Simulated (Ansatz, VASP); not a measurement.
# One calculation of Si4P, two programs

INCAR

```
SYSTEM = Si4P
ALGO = Normal
EDIFF = 1E-7
EDIFFG = -0.01
ENCUT = 600
GGA = PE
IBRION = 2
ISIF = 3
ISMEAR = 0
LASPH = .True.
LCHARG = .False.
LREAL = .False.
LWAVE = .False.
NELM = 80
NSW = 100
PREC = Accurate
SIGMA = 0.1
```

KPOINTS

```
k-points
0
Gamma
  8 8 8
  0 0 0
```

File POSCAR:

```
Si4P
1.0
    4.6000785432      0.0000000000      0.0000000000
    0.0000000000      4.6000785432      0.0000000000
    0.0000000000      0.0000000000      4.6000785432
Si P
4 1
Direct
    0.5000000000      0.0000000000      0.0000000000
    0.0000000000      0.5000000000      0.0000000000
    0.0000000000      0.0000000000      0.5000000000
    0.0000000000      0.0000000000      0.0000000000
    0.5000000000      0.5000000000      0.5000000000
```

Input for Ansatz:

```yaml
crystal:
  lattice:
    - [4.6000785432, 0.0, 0.0]
    - [0.0, 4.6000785432, 0.0]
    - [0.0, 0.0, 4.6000785432]
  atoms:
    - { symbol: Si, position: [0.5, 0.0, 0.0] }
    - { symbol: Si, position: [0.0, 0.5, 0.0] }
    - { symbol: Si, position: [0.0, 0.0, 0.5] }
    - { symbol: Si, position: [0.0, 0.0, 0.0] }
    - { symbol: P, position: [0.5, 0.5, 0.5] }
basis:
  ecutwfc: 420
kpoints:
  mp_grid: { grid: [8, 8, 8] }
hamiltonian:
  xc: pbe
scf:
  occupations: { method: gaussian, width: 0.1 }
output:
  forces: true
  stress: true
  eigenvalues: true
  write_density: true
  write_potential: true
  elf: true
  volumetric_format: npy
relax:
  adjacent_minimum: "off"
  f_tol: 0.01
  max_steps: 80
  cell: { stress_tol: 0.05 }
```

Alike in both runs: task relaxation of cell and atoms; functional PBE; k mesh 8 × 8 × 8; occupations gaussian, width 0.1 eV; no spin polarisation.

|  | VASP | Ansatz |
| --- | --- | --- |
| version | VASP 6.6.1 | Ansatz 0.2.0 |
| potentials or method | VASP PAW PBE potentials, release 64 (Si, P), cutoff 600 eV | scalar-relativistic, plane waves, PAW |
| valence electrons in the cell | 21 | 21 |

|  | VASP | Ansatz | Ansatz less VASP |
| --- | --- | --- | --- |
| gap on the k mesh at the Fermi level, each at its own relaxed structure (eV) | none | none | - |
| relaxed volume (Å³/atom) | 19.19 | 19.20 | +0.016 |
| relaxed cell length with the largest relative difference (Å) | 4.578 | 4.579 | +0.0012 |

A gap of «none» marks a metal or a gap that the smearing closes.
